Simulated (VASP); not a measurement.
# Fe (Fm-3m) in VASP: further runs

Runs on Fe. Level: LDA. Tasks: single point, relaxation of cell and atoms.

All numbers are computed with VASP 6.6.1; they aren't measurements. Logs are shortened: lines on timing, memory, paths and dates and some standing lists are left out, and cuts for length are marked.

## (1) The cell of the first run

Symmetry: Fm-3m, No. 225, cubic system. The conventional cell has a = 3.505 Å, b = 3.505 Å, c = 3.505 Å, α = 90.00°, β = 90.00°, γ = 90.00°. Within 3.3 Å of Fe (site symmetry m-3m) lie 12 Fe at 2.48 Å.

## (2) Single point, LDA (volume scaled by 1.12)

The input, INCAR:

```
SYSTEM = Fe
PREC = Accurate
ENCUT = 520
EDIFF = 1E-6
ISMEAR = -1
SIGMA = 0.1
LREAL = .FALSE.
LASPH = .TRUE.
NELM = 60
ALGO = Normal
ISIF = 2
LWAVE = .FALSE.
LCHARG = .FALSE.
GGA = CA
NBANDS = 10
```

The input, KPOINTS:

```
regular mesh
0
G
  18 18 18
  0 0 0
```

The input, POSCAR:

```
Fe
1.0
    0.0000000000      1.7524566308      1.7524566308
    1.7524566308      0.0000000000      1.7524566308
    1.7524566308      1.7524566308      0.0000000000
Fe
1
Direct
    0.0000000000      0.0000000000      0.0000000000
```

Potentials or basis: VASP PAW LDA potentials, release 64 (Fe).

Command:

```sh
$ cat potpaw_LDA.64/Fe/POTCAR > POTCAR
$ mpirun -np 1 vasp_std > vasp.out
```

OUTCAR:

```text
SYSTEM = Fe
   PREC = Accurate
   ENCUT = 520
   EDIFF = 1E-6
   ISMEAR = -1
   LREAL = .FALSE.
   LASPH = .TRUE.
   NELM = 60
   ISIF = 2
   GGA = CA

 ion  position               nearest neighbor table
   1  0.000  0.000  0.000-

  LATTYP: Found a face centered cubic cell.
 ALAT       =     3.5049132616

  Lattice vectors:

 A1 = (   0.0000000000,   1.7524566308,   1.7524566308)
 A2 = (   1.7524566308,   0.0000000000,   1.7524566308)
 A3 = (   1.7524566308,   1.7524566308,   0.0000000000)

Analysis of symmetry for initial positions (statically):
=====================================================================
 Subroutine PRICEL returns:
 Original cell was already a primitive cell.

 Routine SETGRP: Setting up the symmetry group for a
 face centered cubic supercell.

 Subroutine GETGRP returns: Found 48 space group operations
 (whereof 48 operations were pure point group operations)
 out of a pool of 48 trial point group operations.

The static configuration has the point symmetry O_h .

Analysis of symmetry for dynamics (positions and initial velocities):
=====================================================================
 Subroutine PRICEL returns:
 Original cell was already a primitive cell.

 Routine SETGRP: Setting up the symmetry group for a
 face centered cubic supercell.

 Subroutine GETGRP returns: Found 48 space group operations
 (whereof 48 operations were pure point group operations)
 out of a pool of 48 trial point group operations.

The dynamic configuration has the point symmetry O_h .

 Subroutine INISYM returns: Found 48 space group operations
 (whereof 48 operations are pure point group operations),
 and found     1 'primitive' translations

----------------------------------------------------------------------------------------

                                     Primitive cell

  volume of cell :      10.7640

  direct lattice vectors                    reciprocal lattice vectors
     0.000000000  1.752456631  1.752456631    -0.285313765  0.285313765  0.285313765
     1.752456631  0.000000000  1.752456631     0.285313765 -0.285313765  0.285313765
     1.752456631  1.752456631  0.000000000     0.285313765  0.285313765 -0.285313765

  length of vectors
     2.478347935  2.478347935  2.478347935     0.494177938  0.494177938  0.494177938

  position of ions in fractional coordinates (direct lattice)
     0.000000000  0.000000000  0.000000000

  ion indices of the primitive-cell ions
   primitive index   ion index
                 1           1

----------------------------------------------------------------------------------------

 KPOINTS: regular mesh

Automatic generation of k-mesh.
 Grid dimensions read from file:
 generate k-points for:   18   18   18

 Generating k-lattice:

  Cartesian coordinates                     Fractional coordinates (reciprocal lattice)
    -0.015850765  0.015850765  0.015850765     0.055555556  0.000000000  0.000000000
     0.015850765 -0.015850765  0.015850765     0.000000000  0.055555556  0.000000000
     0.015850765  0.015850765 -0.015850765     0.000000000  0.000000000  0.055555556

  Length of vectors
     0.027454330  0.027454330  0.027454330

  Shift w.r.t. Gamma in fractional coordinates (k-lattice)
     0.000000000  0.000000000  0.000000000

 Subroutine IBZKPT returns following result:
 ===========================================

 Found    195 irreducible k-points:

 Following reciprocal coordinates:
            Coordinates               Weight
  0.000000  0.000000  0.000000      1.000000
  0.055556  0.000000  0.000000      8.000000
  0.111111  0.000000  0.000000      8.000000
  0.166667  0.000000  0.000000      8.000000
  0.222222  0.000000  0.000000      8.000000
  0.277778  0.000000  0.000000      8.000000
[... 16 lines left out ...]
 -0.277778  0.055556  0.000000     24.000000
 -0.222222  0.055556  0.000000     24.000000
 [... further k-points ...]
   k-points           NKPTS =    195   k-points in BZ     NKDIM =    195   number of bands    NBANDS=     10
   number of dos      NEDOS =    301   number of ions     NIONS =      1
   total plane-waves  NPLWV =   5832
   dimension x,y,z NGX =    18 NGY =   18 NGZ =   18
   dimension x,y,z NGXF=    36 NGYF=   36 NGZF=   36
   ions per type =               1
   NGX,Y,Z   is equivalent  to a cutoff of  12.07, 12.07, 12.07 a.u.
   NGXF,Y,Z  is equivalent  to a cutoff of  24.15, 24.15, 24.15 a.u.
 SYSTEM =  Fe
   PREC   = accura    normal or accurate (medium, high low for compatibility)
   ISTART =      0    job   : 0-new  1-cont  2-samecut
   ICHARG =      2    charge: 1-file 2-atom 10-const
   ISPIN  =      1    spin polarized calculation?
   LNONCOLLINEAR =      F non collinear calculations
   LSORBIT =      F    spin-orbit coupling
   LASPH  =      T    aspherical Exc in radial PAW
   ENCUT  =  520.0 eV  38.22 Ry    6.18 a.u.   4.61  4.61  4.61*2*pi/ulx,y,z
   NELM   =     60;   NELMIN=  2; NELMDL= -5     # of ELM steps
   EDIFF  = 0.1E-05   stopping-criterion for ELM
   LREAL  =      F    real-space projection
   EDIFFG = 0.1E-04   stopping-criterion for IOM
   NSW    =      0    number of steps for IOM
   IBRION =     -1    ionic relax: 0-MD 1-quasi-New 2-CG
   NFREE  =      0    steps in history (QN), initial steepest desc. (CG)
   ISIF   =      2    stress and relaxation
   ISYM   =      2    0-nonsym 1-usesym 2-fastsym
   POTIM  = 0.5000    time-step for ionic-motion
   TEBEG  =    0.0;   TEEND  =   0.0 temperature during run
   PSTRESS=    0.0 pullay stress
   NELECT =       8.0000    total number of electrons
   NUPDOWN=      -1.0000    fix difference up-down
   EMIN   =  10.00;   EMAX   =-10.00  energy-range for DOS
   EFERMI =   0.00;   METHOD = LEGACY
   ISMEAR =    -1;   SIGMA  =   0.10  broadening in eV -4-tet -1-fermi 0-gaus
   EFERMI_NEDOS =   21; number of points for ismear=-14 and -15
   IALGO  =     38    algorithm
   IMIX   =      4    mixing-type and parameters
     AMIX     =   0.40;   BMIX     =  1.00
     AMIX_MAG =   1.60;   BMIX_MAG =  1.00
  volume/ion in A,a.u.               =      10.76        72.64
  Fermi-wavevector in a.u.,A,eV,Ry     =   1.482908  2.802290 29.919432  2.199016
  Thomas-Fermi vector in A             =   2.596636
   LORBIT       =      0    0 simple, 1 ext, 2 COOP (PROOUT), +10 PAW based schemes
   GGA     = CA    functional components
   LHFCALC =     F    Hartree Fock is set to
   AEXX    =    0.0000 exact exchange contribution
   IVDW    =     0    specifies the selected vdW correction
   LEPSILON=     F    determine dielectric tensor
   LRPA    =     F    only Hartree local field effects (RPA)
 non-spin polarized calculation
  energy-cutoff  :      520.00
  volume of cell :       10.76
 maximum number of plane-waves:       303
   NGX =  9   NGY =  9   NGZ =  9

 number of electron       7.9999998 magnetization

 Free energy of the ion-electron system (eV)
  ---------------------------------------------------
  ext. energy  EPLUGINS =         0.00000000
  ---------------------------------------------------
  free energy    TOTEN  =        -9.23067283 eV

  energy without entropy =       -9.16925349  energy(sigma->0) =       -9.19996316

 E-fermi :   6.0874     XC(G=0): -13.7591

 val. band max:        6.0834585932   @ k =   0.1667   0.0556   0.0000
 cond. band min:       6.1014422164   @ k =  -0.4444   0.4444   0.0556
 fundamental gap:      0.0179836233
 Fermi energy:         6.0873708168

 k-point     1 :       0.0000    0.0000    0.0000
  band No.  band energies     occupation
      1      -2.4095      2.00000
      2       4.5569      2.00000
      3       4.5569      2.00000
      4       4.5569      2.00000
      5       6.0157      1.34385
      6       6.0157      1.34385
      7      29.0720      0.00000
      8      34.0975      0.00000
      9      34.0975      0.00000
     10      34.0975      0.00000

 k-point     2 :       0.0556    0.0000    0.0000
  band No.  band energies     occupation
      1      -2.2829      2.00000
      2       4.5113      2.00000
      3       4.5932      2.00000
      4       4.5932      2.00000
      5       5.9984      1.41779
      6       5.9984      1.41779
      7      28.9107      0.00000
      8      32.5897      0.00000
      9      33.9234      0.00000
     10      33.9234      0.00000

 k-point     3 :       0.1111    0.0000    0.0000
  band No.  band energies     occupation
      1      -1.9108      2.00000
      2       4.3879      2.00000
      3       4.6873      2.00000
      4       4.6873      2.00000
      5       5.9614      1.55778
      6       5.9614      1.55778
      7      27.9315      0.00000
      8      30.8592      0.00000
      9      33.5457      0.00000
     10      33.5457      0.00000

 k-point     4 :       0.1667    0.0000    0.0000
  band No.  band energies     occupation
      1      -1.3189      2.00000
      2       4.2267      2.00000
      3       4.7911      2.00000
      4       4.7911      2.00000
      5       5.9535      1.58466
      6       5.9535      1.58466
      7      25.7340      0.00000
      8      30.1697      0.00000
      9      33.1466      0.00000
     10      33.1466      0.00000
[... 222 lines left out ...]
 k-point    22 :      -0.3333    0.0556    0.0000
  band No.  band energies     occupation
      1       1.1913      2.00000
      2       4.4856      2.00000
      3       4.6013      2.00000
      4       4.6890      2.00000
      5       6.4536      0.05007
      6       6.9334      0.00042
      7      17.5913      0.00000
      8      27.7493      0.00000
      9      30.9351      0.00000
     10      33.6810      0.00000

 k-point    23 :      -0.2778    0.0556    0.0000
  band No.  band energies     occupation
      1       0.5995      2.00000
      2       4.0885      2.00000
      3       4.7190      2.00000
      4       4.8012      1.99999
      5       6.1507      0.69357
      6       6.6157      0.01010
      7      19.9024      0.00000
      8      28.1083      0.00000
      9      31.3956      0.00000
     10      34.3596      0.00000

 k-point    24 :      -0.2222    0.0556    0.0000
  band No.  band energies     occupation
      1      -0.1906      2.00000
      2       4.0139      2.00000
      3       4.8119      1.99999
      4       4.8834      1.99999
      5       5.9004      1.73291
      6       6.3375      0.15156
      7      22.3979      0.00000
      8      28.5213      0.00000
      9      31.9600      0.00000
     10      34.4906      0.00000

 [... further k-points ...]
[... 5 lines left out ...]
  --------------------------------------------------------------------------------------
  -------------------------------------------------------------------------------------
  Total       -2.0012619     -2.0012619     -2.0012619      0.0000000     -0.0000000      0.0000000
  in kB     -297.8809147   -297.8809147   -297.8809147      0.0000000     -0.0000000      0.0000000
  external PRESSURE =    -297.8809147 kB  Pullay stress =       0.0000000 kB

 VOLUME and BASIS-vectors are now :
 -----------------------------------------------------------------------------
  energy-cutoff  :      520.00
  volume of cell :       10.76
      direct lattice vectors                 reciprocal lattice vectors
     0.000000000  1.752456631  1.752456631    -0.285313765  0.285313765  0.285313765
     1.752456631  0.000000000  1.752456631     0.285313765 -0.285313765  0.285313765
     1.752456631  1.752456631  0.000000000     0.285313765  0.285313765 -0.285313765

 POSITION                                       TOTAL-FORCE (eV/Angst)
 -----------------------------------------------------------------------------------
      0.00000      0.00000      0.00000         0.000000      0.000000      0.000000
 -----------------------------------------------------------------------------------
    total drift:                                0.000000     -0.000000      0.000000

  FREE ENERGIE OF THE ION-ELECTRON SYSTEM (eV)
  ---------------------------------------------------
  free  energy   TOTEN  =        -9.2306728286 eV

  energy  without entropy=       -9.1692534923  energy(sigma->0) =       -9.19996316
```

It took 28 s on 1 thread of AMD EPYC 7R13, shared host; peak memory 0.1 GiB.

Results:

- Free energy: -9.2307 eV
- Pressure: -29.8 GPa
- Band gap on the k mesh: zero (band 4 reaches 7.27 eV, above the bottom of band 5 at 5.43 eV)

Caveat: the run has no spin polarisation, though such a crystal can be magnetic. Spin polarisation is off, so any magnetic state and its effect on volume and gap are missing.

(Continued in part 2 of 2.)
